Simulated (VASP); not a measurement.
**Rh: single point with LDA**

Crystal: Rh.

```
Rh
1.0
     0.01902    1.91106    1.91106
     1.91106    0.01902    1.91106
     1.91106    1.91106    0.01902
Rh
1
Direct
  0.00000 0.00000 0.00000
```

This cell differs from its parent crystal: equal xy, yz and zx shear strains of +1 %.

* Program: VASP 6.6.1
* Task: single point
* Functional: LDA
* Potentials or basis: VASP PAW LDA potentials, release 64 (Rh_pv)
* Cutoff: 520 eV
* k mesh: 16 × 16 × 16
* Occupations: fermi-dirac, width 0.03 eV
* Spin: no spin polarisation

- Pressure: -10.3 GPa
- Band gap on the k mesh: zero (an odd number of electrons rules out a gap without spin polarisation)

Stress tensor (GPa, compression positive):
```
-10.33  -1.87  -1.87
 -1.87 -10.33  -1.87
 -1.87  -1.87 -10.33
```

Levels at points of the mesh, in eV from the Fermi level:
```csv
k point,band 5,band 6,band 7,band 8,band 9,band 10
"(0.00, 0.00, 0.00)",-3.22,-3.04,-3.04,-0.97,-0.97,15.96
"(0.50, 0.00, 0.00)",-3.28,-3.06,0.54,0.66,0.76,8.67
"(0.50, 0.50, 0.00)",-5.98,0.57,1.00,1.01,3.21,12.25
"(0.50, 0.50, 0.50)",-3.14,-3.14,0.56,0.56,0.56,8.37
```

It took 60 s on 1 thread of Intel Xeon 8259CL, with other jobs on the host, peak memory 0.18 GiB.

Caveat: the cell differs from its parent crystal (equal xy, yz and zx shear strains of +1 %); the cell stands under tension.
